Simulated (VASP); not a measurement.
# SiC (Imm2) in VASP: notebook

Runs on SiC. Level: PBE. Tasks: single point.

Program: VASP 6.6.1. These are calculated values, not measurements. Logs are shortened: lines on timing, memory, paths and dates and some standing lists are left out, and cuts for length are marked.

## Step 1: The cell of the first run

Symmetry: Imm2, No. 44, orthorhombic system. Conventional cell: a = 2.982 Å, b = 3.167 Å, c = 4.348 Å, α = 90.00°, β = 90.00°, γ = 90.00°. Si (site symmetry mm2) has 4 C at 1.85 to 1.92 Å within 2.4 Å. Within 2.4 Å of C (site symmetry mm2) lie 4 Si at 1.85 to 1.92 Å.

## Step 2: Single point, PBE (strain -0.0600 x Voigt [0, 0, 0, 0, 1, 0])

Contents of INCAR:

```
SYSTEM = SiC
ALGO = Normal
EDIFF = 1E-6
ENCUT = 520
GGA = PE
ISIF = 2
ISMEAR = 0
LASPH = .True.
LCHARG = .False.
LREAL = .False.
LWAVE = .False.
NBANDS = 11
NELM = 100
PREC = Accurate
SIGMA = 0.05
```

Contents of KPOINTS:

```
k-points
0
Gamma
  12 12 12
  0 0 0
```

Contents of POSCAR:

```
SiC
1.0
   -0.0652200000      2.1740000000      2.1740000000
    2.1087800000      0.0000000000      2.1087800000
    2.1740000000      2.1740000000     -0.0652200000
Si C
1 1
Direct
    0.0000000000      0.0000000000      0.0000000000
    0.7500000000      0.7500000000      0.7500000000
```

Potentials or basis: VASP PAW PBE potentials, release 64 (Si, C).

The run is started by

```console
cat potpaw_PBE.64/Si/POTCAR potpaw_PBE.64/C/POTCAR > POTCAR
mpirun -np 1 vasp_std > vasp.out
```

OUTCAR:

```text
SYSTEM = SiC
   EDIFF = 1E-6
   ENCUT = 520
   GGA = PE
   ISIF = 2
   ISMEAR = 0
   LASPH = .True.
   LREAL = .False.
   NELM = 100
   PREC = Accurate

 ion  position               nearest neighbor table
   1  0.000  0.000  0.000-   2 1.85   2 1.85   2 1.92   2 1.92
   2  0.750  0.750  0.750-   1 1.85   1 1.85   1 1.92   1 1.92

  LATTYP: Found a body centered orthorhombic cell.
 ALAT       =     2.9822652761
 B/A-ratio  =     1.0618556701
 C/A-ratio  =     1.4579521262

  Lattice vectors:

 A1 = (   2.1740000000,  -2.1740000000,  -0.0652200000)
 A2 = (  -2.1740000000,  -2.1740000000,   0.0652200000)
 A3 = (   0.0652200000,   2.1740000000,  -2.1740000000)

Analysis of symmetry for initial positions (statically):
=====================================================================
 Subroutine PRICEL returns:
 Original cell was already a primitive cell.

 Routine SETGRP: Setting up the symmetry group for a
 body centered orthorhombic supercell.

 Subroutine GETGRP returns: Found  4 space group operations
 (whereof  4 operations were pure point group operations)
 out of a pool of  8 trial point group operations.

The static configuration has the point symmetry C_2v.

Analysis of symmetry for dynamics (positions and initial velocities):
=====================================================================
 Subroutine PRICEL returns:
 Original cell was already a primitive cell.

 Routine SETGRP: Setting up the symmetry group for a
 body centered orthorhombic supercell.

 Subroutine GETGRP returns: Found  4 space group operations
 (whereof  4 operations were pure point group operations)
 out of a pool of  8 trial point group operations.

The dynamic configuration has the point symmetry C_2v.

 Subroutine INISYM returns: Found  4 space group operations
 (whereof  4 operations are pure point group operations),
 and found     1 'primitive' translations

----------------------------------------------------------------------------------------

                                     Primitive cell

  volume of cell :      20.5314

  direct lattice vectors                    reciprocal lattice vectors
    -0.065220000  2.174000000  2.174000000    -0.223292039  0.229990800  0.223292039
     2.108780000  0.000000000  2.108780000     0.237103918 -0.229990800  0.237103918
     2.174000000  2.174000000 -0.065220000     0.223292039  0.229990800 -0.223292039

  length of vectors
     3.075191969  2.982265276  3.075191969     0.390658979  0.406610752  0.390658979

  position of ions in fractional coordinates (direct lattice)
     0.000000000  0.000000000  0.000000000
     0.750000000  0.750000000  0.750000000

  ion indices of the primitive-cell ions
   primitive index   ion index
                 1           1
                 2           2

----------------------------------------------------------------------------------------

 KPOINTS: k-points

Automatic generation of k-mesh.
 Grid dimensions read from file:
 generate k-points for:   12   12   12

 Generating k-lattice:

  Cartesian coordinates                     Fractional coordinates (reciprocal lattice)
    -0.018607670  0.019165900  0.018607670     0.083333333  0.000000000  0.000000000
     0.019758660 -0.019165900  0.019758660    -0.000000000  0.083333333 -0.000000000
     0.018607670  0.019165900 -0.018607670     0.000000000  0.000000000  0.083333333

  Length of vectors
     0.032554915  0.033884229  0.032554915

  Shift w.r.t. Gamma in fractional coordinates (k-lattice)
     0.000000000  0.000000000  0.000000000

 Subroutine IBZKPT returns following result:
 ===========================================

 Found    280 irreducible k-points:

 Following reciprocal coordinates:
            Coordinates               Weight
  0.000000  0.000000  0.000000      1.000000
  0.083333  0.000000  0.000000      4.000000
  0.166667  0.000000 -0.000000      4.000000
  0.250000  0.000000  0.000000      4.000000
  0.333333  0.000000  0.000000      4.000000
  0.416667  0.000000  0.000000      4.000000
[... 16 lines left out ...]
  0.250000  0.166667  0.000000      8.000000
  0.333333  0.166667 -0.000000      8.000000
 [... further k-points ...]
   k-points           NKPTS =    280   k-points in BZ     NKDIM =    280   number of bands    NBANDS=     11
   number of dos      NEDOS =    301   number of ions     NIONS =      2
   total plane-waves  NPLWV =  13824
   dimension x,y,z NGX =    24 NGY =   24 NGZ =   24
   dimension x,y,z NGXF=    48 NGYF=   48 NGZF=   48
   ions per type =               1   1
   NGX,Y,Z   is equivalent  to a cutoff of  12.97, 13.38, 12.97 a.u.
   NGXF,Y,Z  is equivalent  to a cutoff of  25.95, 26.76, 25.95 a.u.
 SYSTEM =  SiC
   PREC   = accura    normal or accurate (medium, high low for compatibility)
   ISTART =      0    job   : 0-new  1-cont  2-samecut
   ICHARG =      2    charge: 1-file 2-atom 10-const
   ISPIN  =      1    spin polarized calculation?
   LNONCOLLINEAR =      F non collinear calculations
   LSORBIT =      F    spin-orbit coupling
   LASPH  =      T    aspherical Exc in radial PAW
   ENCUT  =  520.0 eV  38.22 Ry    6.18 a.u.   5.72  5.55  5.72*2*pi/ulx,y,z
   NELM   =    100;   NELMIN=  2; NELMDL= -5     # of ELM steps
   EDIFF  = 0.1E-05   stopping-criterion for ELM
   LREAL  =      F    real-space projection
   EDIFFG = 0.1E-04   stopping-criterion for IOM
   NSW    =      0    number of steps for IOM
   IBRION =     -1    ionic relax: 0-MD 1-quasi-New 2-CG
   NFREE  =      0    steps in history (QN), initial steepest desc. (CG)
   ISIF   =      2    stress and relaxation
   ISYM   =      2    0-nonsym 1-usesym 2-fastsym
   POTIM  = 0.5000    time-step for ionic-motion
   TEBEG  =    0.0;   TEEND  =   0.0 temperature during run
   PSTRESS=    0.0 pullay stress
   NELECT =       8.0000    total number of electrons
   NUPDOWN=      -1.0000    fix difference up-down
   EMIN   =  10.00;   EMAX   =-10.00  energy-range for DOS
   EFERMI =   0.00;   METHOD = LEGACY
   ISMEAR =     0;   SIGMA  =   0.05  broadening in eV -4-tet -1-fermi 0-gaus
   EFERMI_NEDOS =   21; number of points for ismear=-14 and -15
   IALGO  =     38    algorithm
   IMIX   =      4    mixing-type and parameters
     AMIX     =   0.40;   BMIX     =  1.00
     AMIX_MAG =   1.60;   BMIX_MAG =  1.00
  volume/ion in A,a.u.               =      10.27        69.28
  Fermi-wavevector in a.u.,A,eV,Ry     =   1.195728  2.259598 19.453131  1.429765
  Thomas-Fermi vector in A             =   2.331686
   LORBIT       =      0    0 simple, 1 ext, 2 COOP (PROOUT), +10 PAW based schemes
   GGA     = PE    functional components
   LHFCALC =     F    Hartree Fock is set to
   AEXX    =    0.0000 exact exchange contribution
   IVDW    =     0    specifies the selected vdW correction
   LEPSILON=     F    determine dielectric tensor
   LRPA    =     F    only Hartree local field effects (RPA)
 non-spin polarized calculation
 Gauss-broadening in eV      SIGMA  =   0.05
  energy-cutoff  :      520.00
  volume of cell :       20.53
 maximum number of plane-waves:       566
   NGX = 11   NGY = 11   NGZ = 11

 number of electron       8.0000000 magnetization

 Free energy of the ion-electron system (eV)
  ---------------------------------------------------
  ext. energy  EPLUGINS =         0.00000000
  ---------------------------------------------------
  free energy    TOTEN  =       -14.98888949 eV

  energy without entropy =      -14.98888949  energy(sigma->0) =      -14.98888949

 E-fermi :   8.6431     XC(G=0): -11.3895

 val. band max:        8.3811643439   @ k =   0.0000   0.0000   0.0000
 cond. band min:       9.4127156100   @ k =   0.5000   0.0000   0.5000
 fundamental gap:      1.0315512661
 Fermi energy:         8.6430714559

 k-point     1 :       0.0000    0.0000    0.0000
  band No.  band energies     occupation
      1      -7.2780      2.00000
      2       8.0271      2.00000
      3       8.1598      2.00000
      4       8.3812      2.00000
      5      13.9440      0.00000
      6      14.8818      0.00000
      7      16.1636      0.00000
      8      16.2764      0.00000
      9      22.7391      0.00000
     10      22.8112      0.00000
     11      24.7668      0.00000

 k-point     2 :       0.0833    0.0000    0.0000
  band No.  band energies     occupation
      1      -7.1477      2.00000
      2       7.2844      2.00000
      3       8.0457      2.00000
      4       8.2934      2.00000
      5      14.3674      0.00000
      6      15.1189      0.00000
      7      16.1834      0.00000
      8      16.4222      0.00000
      9      21.9853      0.00000
     10      22.2481      0.00000
     11      24.7402      0.00000

 k-point     3 :       0.1667    0.0000   -0.0000
  band No.  band energies     occupation
      1      -6.7609      2.00000
      2       5.5902      2.00000
      3       7.8536      2.00000
      4       8.0726      2.00000
      5      14.6226      0.00000
      6      15.7705      0.00000
      7      16.5890      0.00000
      8      16.6875      0.00000
      9      21.1549      0.00000
     10      21.6638      0.00000
     11      24.0412      0.00000

 k-point     4 :       0.2500    0.0000    0.0000
  band No.  band energies     occupation
      1      -6.1332      2.00000
      2       3.6658      2.00000
      3       7.6312      2.00000
      4       7.8066      2.00000
      5      14.4761      0.00000
      6      15.9762      0.00000
      7      16.7090      0.00000
      8      17.4978      0.00000
      9      21.1723      0.00000
     10      21.9341      0.00000
     11      23.5444      0.00000

 k-point     5 :       0.3333    0.0000    0.0000
  band No.  band energies     occupation
      1      -5.3058      2.00000
      2       1.8171      2.00000
      3       7.4409      2.00000
      4       7.5720      2.00000
      5      14.2571      0.00000
      6      15.7961      0.00000
      7      16.4490      0.00000
      8      18.1463      0.00000
      9      22.1002      0.00000
     10      23.1091      0.00000
     11      23.6794      0.00000
[... 211 lines left out ...]
 k-point    21 :       0.0833    0.1667   -0.0000
  band No.  band energies     occupation
      1      -6.7596      2.00000
      2       6.5128      2.00000
      3       7.4505      2.00000
      4       7.7334      2.00000
      5      14.3821      0.00000
      6      14.8624      0.00000
      7      16.5209      0.00000
      8      17.3655      0.00000
      9      19.8586      0.00000
     10      22.4930      0.00000
     11      24.9573      0.00000

 k-point    22 :       0.1667    0.1667   -0.0000
  band No.  band energies     occupation
      1      -6.5528      2.00000
      2       6.3827      2.00000
      3       7.0637      2.00000
      4       7.1119      2.00000
      5      13.7724      0.00000
      6      15.2714      0.00000
      7      17.3058      0.00000
      8      17.5856      0.00000
      9      19.1915      0.00000
     10      23.5389      0.00000
     11      26.6355      0.00000

 k-point    23 :       0.2500    0.1667    0.0000
  band No.  band energies     occupation
      1      -6.0964      2.00000
      2       5.0257      2.00000
      3       6.6925      2.00000
      4       6.8508      2.00000
      5      13.4495      0.00000
      6      15.4599      0.00000
      7      17.7806      0.00000
      8      18.0684      0.00000
      9      19.5314      0.00000
     10      23.8318      0.00000
     11      26.8912      0.00000

 k-point    24 :       0.3333    0.1667   -0.0000
  band No.  band energies     occupation
      1      -5.4125      2.00000
      2       3.3238      2.00000
      3       6.3801      2.00000
      4       6.5347      2.00000
      5      13.2901      0.00000
      6      15.8880      0.00000
      7      17.8015      0.00000
      8      18.1365      0.00000
      9      20.6694      0.00000
     10      24.3880      0.00000
     11      26.4194      0.00000

 [... further k-points ...]
[... 5 lines left out ...]
  --------------------------------------------------------------------------------------
  -------------------------------------------------------------------------------------
  Total        0.7816295      0.6807485      0.7816295     -0.0000000      0.0000000      2.1606409
  in kB       60.9949591     53.1226496     60.9949591     -0.0000000      0.0000000    168.6069998
  external PRESSURE =      58.3708559 kB  Pullay stress =       0.0000000 kB

 VOLUME and BASIS-vectors are now :
 -----------------------------------------------------------------------------
  energy-cutoff  :      520.00
  volume of cell :       20.53
      direct lattice vectors                 reciprocal lattice vectors
    -0.065220000  2.174000000  2.174000000    -0.223292039  0.229990800  0.223292039
     2.108780000  0.000000000  2.108780000     0.237103918 -0.229990800  0.237103918
     2.174000000  2.174000000 -0.065220000     0.223292039  0.229990800 -0.223292039

 POSITION                                       TOTAL-FORCE (eV/Angst)
 -----------------------------------------------------------------------------------
      0.00000      0.00000      0.00000        -0.000000      0.529180     -0.000000
      3.16317      3.26100      3.16317         0.000000     -0.529180      0.000000
 -----------------------------------------------------------------------------------
    total drift:                                0.000000     -0.000038      0.000000

  FREE ENERGIE OF THE ION-ELECTRON SYSTEM (eV)
  ---------------------------------------------------
  free  energy   TOTEN  =       -14.9888894899 eV

  energy  without entropy=      -14.9888894899  energy(sigma->0) =      -14.98888949
```

It took 16 s on 1 thread of Intel Xeon 6975P-C (Granite Rapids), shared host; peak memory 0.17 GiB.

Results:

* Free energy: -14.9889 eV
* Pressure: 5.8 GPa
* Largest force: 0.529 eV/Å
* Band gap on the k mesh: 1.03 eV, indirect (least direct gap 3.93 eV)

Forces in eV/Å, atoms in the order of the input:
```
Si   0.000  0.529  0.000
C    0.000 -0.529  0.000
```

Caveat: the cell differs from its parent crystal (strain -0.0600 x Voigt [0, 0, 0, 0, 1, 0]). A k mesh can miss the band edges.

## Step 3: Single point, PBE (strain +0.0450 x Voigt [0, 0, 0, 0, 1, 0])

Contents of INCAR:

```
SYSTEM = SiC
ALGO = Normal
EDIFF = 1E-6
ENCUT = 520
GGA = PE
ISIF = 2
ISMEAR = 0
LASPH = .TRUE.
LCHARG = .FALSE.
LREAL = .FALSE.
LWAVE = .FALSE.
NBANDS = 11
NELM = 100
PREC = Accurate
SIGMA = 0.05
```

Contents of KPOINTS:

```
k-points
0
G
  12 12 12
  0 0 0
```

Contents of POSCAR:

```
SiC
1.0
    0.0489150000      2.1740000000      2.1740000000
    2.2229150000      0.0000000000      2.2229150000
    2.1740000000      2.1740000000      0.0489150000
Si C
1 1
Direct
    0.0000000000      0.0000000000      0.0000000000
    0.7500000000      0.7500000000      0.7500000000
```

Potentials or basis: VASP PAW PBE potentials, release 64 (Si, C).

The run is started by

```console
cat potpaw_PBE.64/Si/POTCAR potpaw_PBE.64/C/POTCAR > POTCAR
mpirun -np 1 vasp_std > vasp.out
```

Run time: 17 s. Hardware: 1 thread of Intel Xeon 6975P-C (Granite Rapids), shared host; peak memory 0.17 GiB.

The run converged. Its results:

```yaml
Free_energy: -15.0175 eV
Pressure: 5.4 GPa
Largest_force: 0.395 eV/Å
Band_gap_on_the_k_mesh: 1.14 eV, indirect (least direct gap 4.11 eV)
```

Forces on the atoms (eV/Å):
```
Si   0.000 -0.395  0.000
C    0.000  0.395  0.000
```

Stress tensor (GPa, compression positive):
```
  5.52   0.00 -12.62
  0.00   5.08   0.00
-12.62   0.00   5.52
```

Levels at points of the mesh, in eV from the valence-band top:
| k point | band 1 | band 2 | band 3 | band 4 | band 5 | band 6 | band 7 | band 8 |
| --- | --- | --- | --- | --- | --- | --- | --- | --- |
| (0.00, 0.00, 0.00) | -15.60 | -0.26 | -0.16 | 0.00 | 5.81 | 6.71 | 7.61 | 7.76 |
| (0.50, 0.00, 0.00) | -11.83 | -8.67 | -1.32 | -1.31 | 5.02 | 6.70 | 7.18 | 9.86 |
| (0.00, 0.50, 0.00) | -12.19 | -8.75 | -1.09 | -1.03 | 5.64 | 7.09 | 7.58 | 10.06 |
| (0.50, 0.50, 0.00) | -10.55 | -7.95 | -3.33 | -3.33 | 1.21 | 4.21 | 13.68 | 13.95 |
| (0.50, 0.00, 0.50) | -10.57 | -7.95 | -3.68 | -2.97 | 1.14 | 4.32 | 13.94 | 14.06 |

Caveat: the cell differs from its parent crystal (strain +0.0450 x Voigt [0, 0, 0, 0, 1, 0]).

## Step 4: Single point, PBE (strain -0.0300 x Voigt [0, 0, 0, 0, 1, 0])

Contents of INCAR:

```
  ALGO = Normal
  EDIFF = 1E-6
  ENCUT = 520
  GGA = PE
  ISIF = 2
  ISMEAR = 0
  LASPH = True
  LCHARG = False
  LREAL = False
  LWAVE = False
  NBANDS = 11
  NELM = 60
  PREC = Accurate
  SIGMA = 0.05
```

Contents of KPOINTS:

```
k-points
0
Gamma
  12 12 12
```

Contents of POSCAR:

```
SiC
1.0
   -0.0326100000      2.1740000000      2.1740000000
    2.1413900000      0.0000000000      2.1413900000
    2.1740000000      2.1740000000     -0.0326100000
Si C
1 1
Direct
    0.0000000000      0.0000000000      0.0000000000
    0.7500000000      0.7500000000      0.7500000000
```

The run is started by

```console
cat potpaw_PBE.64/Si/POTCAR potpaw_PBE.64/C/POTCAR > POTCAR
mpirun -np 1 vasp_std > vasp.out
```

Wall time 16 s (1 thread of Intel Xeon 6975P-C (Granite Rapids), shared host); peak memory 0.18 GiB.

The run converged. Its results:

```
Free energy            : -15.0380 eV
Pressure               : 5.0 GPa
Largest force          : 0.262 eV/Å
Band gap on the k mesh : 1.23 eV, indirect (least direct gap 4.28 eV)
```

Forces in eV/Å, atoms in the order of the input:
```
Si   0.000  0.262  0.000
C    0.000 -0.262  0.000
```

Stress tensor (GPa, compression positive):
```
5.11 0.00 8.40
0.00 4.92 0.00
8.40 0.00 5.11
```

Levels at points of the mesh, in eV from the valence-band top:
```csv
k point,band 1,band 2,band 3,band 4,band 5,band 6,band 7,band 8
"(0.00, 0.00, 0.00)",-15.55,-0.18,-0.10,0.00,6.04,6.92,7.47,7.62
"(0.50, 0.00, 0.00)",-12.08,-8.69,-1.07,-1.04,5.61,7.14,7.47,10.07
"(0.00, 0.50, 0.00)",-11.84,-8.64,-1.23,-1.22,5.18,6.88,7.21,9.94
"(0.50, 0.50, 0.00)",-10.50,-7.91,-3.29,-3.29,1.26,4.26,13.87,14.01
"(0.50, 0.00, 0.50)",-10.51,-7.91,-3.52,-3.05,1.23,4.31,14.00,14.08
```

Caveat: the cell differs from its parent crystal (strain -0.0300 x Voigt [0, 0, 0, 0, 1, 0]).

## Step 5: Single point, PBE (strain +0.0150 x Voigt [0, 0, 0, 0, 1, 0])

Contents of INCAR:

```
  PREC = Accurate
  ENCUT = 520
  EDIFF = 1E-6
  ISMEAR = 0
  SIGMA = 0.05
  LREAL = False
  LASPH = True
  NELM = 100
  ALGO = Normal
  ISIF = 2
  LWAVE = False
  LCHARG = False
  GGA = PE
  NBANDS = 11
```

Contents of KPOINTS:

```
Automatic mesh
0
Gamma
  12 12 12
```

Contents of POSCAR:

```
SiC
1.0
    0.0163050000      2.1740000000      2.1740000000
    2.1903050000      0.0000000000      2.1903050000
    2.1740000000      2.1740000000      0.0163050000
Si C
1 1
Direct
    0.0000000000      0.0000000000      0.0000000000
    0.7500000000      0.7500000000      0.7500000000
```

The run is started by

```console
cat potpaw_PBE.64/Si/POTCAR potpaw_PBE.64/C/POTCAR > POTCAR
mpirun -np 1 vasp_std > vasp.out
```

It took 15 s on 1 thread of Intel Xeon 6975P-C (Granite Rapids), shared host; peak memory 0.17 GiB.

Results (log left out):

* Free energy: -15.0502 eV
* Pressure: 4.9 GPa
* Largest force: 0.131 eV/Å
* Band gap on the k mesh: 1.30 eV, indirect (least direct gap 4.42 eV)

Forces in eV/Å, atoms in the order of the input:
```
Si   0.000 -0.131  0.000
C    0.000  0.131  0.000
```

Stress tensor (GPa, compression positive):
```
 4.87  0.00 -4.20
 0.00  4.82  0.00
-4.20  0.00  4.87
```

Levels at points of the mesh, in eV from the valence-band top:
| k point | band 1 | band 2 | band 3 | band 4 | band 5 | band 6 | band 7 | band 8 | band 9 |
| --- | --- | --- | --- | --- | --- | --- | --- | --- | --- |
| (0.00, 0.00, 0.00) | -15.50 | -0.09 | -0.05 | 0.00 | 6.22 | 7.14 | 7.37 | 7.49 | 14.50 |
| (0.50, 0.00, 0.00) | -11.85 | -8.60 | -1.14 | -1.14 | 5.34 | 7.07 | 7.23 | 10.01 | 16.24 |
| (0.00, 0.50, 0.00) | -11.97 | -8.63 | -1.06 | -1.05 | 5.56 | 7.19 | 7.36 | 10.08 | 16.21 |
| (0.50, 0.50, 0.00) | -10.45 | -7.86 | -3.24 | -3.24 | 1.31 | 4.30 | 14.03 | 14.07 | 14.87 |
| (0.50, 0.00, 0.50) | -10.45 | -7.86 | -3.36 | -3.12 | 1.30 | 4.31 | 14.05 | 14.09 | 14.83 |

Caveat: the cell differs from its parent crystal (strain +0.0150 x Voigt [0, 0, 0, 0, 1, 0]). A k mesh can miss the band edges.

(Continued in part 2 of 2.)
